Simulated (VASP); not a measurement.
Crystal: Ni.

```
CELL_PARAMETERS angstrom
2.38002 0.00000 0.00000
-1.19001 2.06116 0.00000
0.00000 0.00000 2.33666
ATOMIC_POSITIONS crystal
Ni 0.00000 0.00000 0.00000
```

Base run:

- Program: VASP 6.6.1
- Functional: r2SCAN
- Potentials or basis: VASP PAW PBE potentials, release 64 (Ni)
- Cutoff: 520 eV
- k mesh: 9 × 9 × 8
- Occupations: gaussian, width 0.1 eV
- Spin: collinear spin, ferromagnetic start
- Starting moments: [0.84] μB

Its results: pressure 0.3 GPa; net moment 0.71 μB per cell; site moments Ni +0.72 μB.

Task: The run is repeated on the same cell with these changes: potentials or basis from VASP PAW PBE potentials, release 64 (Ni) to VASP PAW PBE potentials, release 64 (Ni_sv_GW); cutoff from 520 eV to 650 eV; further incar settings from ALGO = Normal; EDIFF = 1e-06; NBANDS = 15 to ALGO = Normal; EDIFF = 1e-06; NBANDS = 19; valence electrons from 10 to 18. What comes out?

Result: Pressure -2.9 GPa; net moment 0.74 μB per cell; site moments Ni +0.79 μB.

Caveats: the PAW data sets were made with another functional, which shifts forces and pressure a little.
